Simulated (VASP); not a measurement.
Write the native input for VASP 6.6.1 that does the following.

```
Task                   : electric field gradients
Functional             : PBE
Potentials or basis    : VASP PAW PBE potentials, release 64 (In_d)
Cutoff                 : 520 eV
k mesh                 : 14 × 14 × 14
Occupations            : fermi-dirac, width 0.05 eV
Spin                   : no spin polarisation
Dipole correction      : no
Further INCAR settings : ALGO = Normal; EDIFF = 1e-08; NBANDS = 26
```

The structure of In lies in POSCAR:

```
In
1.0
    1.6584308627      0.9574955050      8.1523779443
   -1.6584308627      0.9574955050      8.1523779443
    0.0000000000     -1.9149910101      8.1523779443
In
3
Direct
    0.0000000000      0.0000000000      0.0000000000
    0.7780122400      0.7780122400      0.7780122400
    0.2219877600      0.2219877600      0.2219877600
```

The input as run:

INCAR

```
  ALGO = Normal
  EDIFF = 1E-8
  ENCUT = 520
  GGA = PE
  ISIF = 2
  ISMEAR = -1
  LASPH = True
  LCHARG = False
  LEFG = True
  LREAL = False
  LWAVE = False
  NBANDS = 26
  NELM = 100
  PREC = Accurate
  SIGMA = 0.05
```

KPOINTS

```
k-points
0
Gamma
  14 14 14
```

Potentials or basis: VASP PAW PBE potentials, release 64 (In_d).

The run is started by

```bash
$ cat potpaw_PBE.64/In_d/POTCAR > POTCAR
$ mpirun -np 1 vasp_std > vasp.out
```

Results of the run:

| Item | Value |
| --- | --- |
| Pressure | 2.6 GPa |
| Largest force | 0.024 eV/Å |
| Band gap on the k mesh | zero (an odd number of electrons rules out a gap without spin polarisation) |
| Largest electric field gradient by atom | In +2.5, -4.6 (each value once) V/Å² |

Caveat: without QUAD_EFG the Cq values of the log hold for a quadrupole moment of 1 mb, not for the nuclei; spin-orbit coupling is left out, which moves the levels of the heavy elements.

It took 95 min on 1 thread of Intel Xeon 8259CL, on a shared host, peak memory 0.81 GiB.
